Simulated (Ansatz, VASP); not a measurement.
**CsRe: VASP beside Ansatz**

```xyz
2
Lattice="0.0000 3.1737 3.1737 3.1737 0.0000 3.1737 3.1737 3.1737 0.0000" Properties=species:S:1:pos:R:3 pbc="T T T"
Cs    4.7605    4.7605    4.7605
Re    0.0000    0.0000    0.0000
```

Change from the starting cell: species swapped into the BeS type (F-43m, No. 216).

Alike in both runs: task relaxation of cell and atoms; functional PBE; k mesh 16 × 16 × 16; occupations gaussian, width 0.1 eV; no spin polarisation.

|  | VASP | Ansatz |
| --- | --- | --- |
| version | VASP 6.6.1 | Ansatz 0.2.0 |
| potentials or method | VASP PAW PBE potentials, release 64 (Cs_sv, Re_sv_GW), cutoff 500 eV | scalar-relativistic, plane waves, PAW |
| valence electrons in the cell | 24 | 24 |

```tsv
	VASP	Ansatz	Ansatz less VASP
gap on the k mesh at the Fermi level, each at its own relaxed structure (eV)	none	none	-
relaxed volume (Å³/atom)	32.44	30.55	-1.889
relaxed length of the cell vector where the two differ most in proportion (Å)	4.510	4.421	-0.0893
```

A gap of «none» marks a metal or a gap that the smearing closes. One of these differences is far larger than is usual between the two programs; its cause wasn't traced.

Neither program's run includes spin-orbit coupling.
